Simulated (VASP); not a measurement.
## CdS: single point with BLYP

CdS:

```
Cd S
1.0
     3.89844    0.00000    0.00000
     0.00000    5.51149    0.00000
     0.00000    0.00000    3.89810
Cd S
2 2
Cartesian
  1.9492 2.7557 0.9473
  0.0000 0.0000 2.9508
  1.9492 0.0000 0.9947
  0.0000 2.7557 2.9035
```

```json
{
 "Program": "VASP 6.6.1",
 "Task": "single point",
 "Functional": "BLYP",
 "Potentials or basis": "VASP PAW PBE potentials, release 64 (Cd, S)",
 "Cutoff": "520 eV",
 "k mesh": "6 × 4 × 6",
 "Occupations": "gaussian, width 0.01 eV",
 "Spin": "no spin polarisation",
 "Dipole correction": "no",
 "Further INCAR settings": "ALGO = Normal; EDIFF = 1e-06; NBANDS = 26"
}
```

- Pressure: 4.2 GPa
- Largest force: 0.025 eV/Å
- Band gap on the k mesh: 0.17 eV

Forces in eV/Å, atoms in the order of the input:
```
Cd   0.000  0.000  0.025
Cd   0.000  0.000 -0.025
S    0.000  0.000 -0.025
S    0.000  0.000  0.025
```

Levels at points of the mesh, in eV from the valence-band top:
| k point | band 14 | band 15 | band 16 | band 17 | band 18 | band 19 | band 20 | band 21 | band 22 | band 23 |
| --- | --- | --- | --- | --- | --- | --- | --- | --- | --- | --- |
| (0.00, 0.00, 0.00) | -2.01 | -2.00 | -0.69 | -0.69 | -0.69 | 0.17 | 0.81 | 6.40 | 9.39 | 9.43 |
| (0.50, 0.00, 0.00) | -3.79 | -2.17 | -2.17 | -0.13 | -0.13 | 4.41 | 4.41 | 5.39 | 5.39 | 6.78 |
| (0.00, 0.50, 0.00) | -2.63 | -1.31 | -1.31 | -1.31 | -1.31 | 2.94 | 2.94 | 6.59 | 6.59 | 7.33 |
| (0.50, 0.50, 0.00) | -4.71 | 0.00 | 0.00 | 0.00 | 0.00 | 3.74 | 3.74 | 5.98 | 5.98 | 5.98 |
| (0.00, 0.00, 0.50) | -3.73 | -2.17 | -2.16 | -0.14 | -0.12 | 4.41 | 4.42 | 5.39 | 5.40 | 6.72 |
| (0.50, 0.00, 0.50) | -3.97 | -2.00 | -2.00 | -2.00 | -2.00 | 0.17 | 0.17 | 6.40 | 6.40 | 9.82 |
| (0.00, 0.50, 0.50) | -4.71 | 0.00 | 0.00 | 0.00 | 0.00 | 3.74 | 3.74 | 5.98 | 5.98 | 5.98 |
| (0.50, 0.50, 0.50) | -3.01 | -3.01 | -3.01 | -2.78 | -2.78 | 3.25 | 3.25 | 6.72 | 6.72 | 7.86 |

It took 51 s on 1 thread of Intel(R) Xeon(R) Platinum 8559C (Emerald Rapids), on a shared host, peak memory 0.23 GiB.

Caveat: the cell stands under pressure; the PAW data sets were made with another functional, which shifts forces and pressure a little. A k mesh can miss the band edges.
